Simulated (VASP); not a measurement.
Runs of VASP 6.6.1 on Ni. It takes space group Fm-3m (No. 225, cubic). Conventional cell: a = 3.551 Å, b = 3.551 Å, c = 3.551 Å, α = 90.00°, β = 90.00°, γ = 90.00°. Ni (site symmetry m-3m) has 12 Ni at 2.51 Å within 3.3 Å. 

```csv
smearing,gap on the mesh (eV),pressure (GPa),moment (μB)
gaussian 0.1 eV,none,-11.3,0.73
fermi-dirac 0.0005 eV,none,-11.2,0.75
fermi-dirac 0.001 eV,none,-11.3,0.75
methfessel-paxton 0.15 eV,none,(a),0.73
```

Alike in all rows: task single point; level r2SCAN; potentials or basis VASP PAW PBE potentials, release 64 (Ni); spin collinear, ferromagnetic start; cell as given; k mesh 12 × 12 × 12; cutoff (eV) 520.

Fill in the values left out.

(a) -11.4.

Caveats: the cell stands under tension; the PAW data sets were made with another functional, which shifts forces and pressure a little.

A gap of «none» marks levels without a gap at the run's occupations.
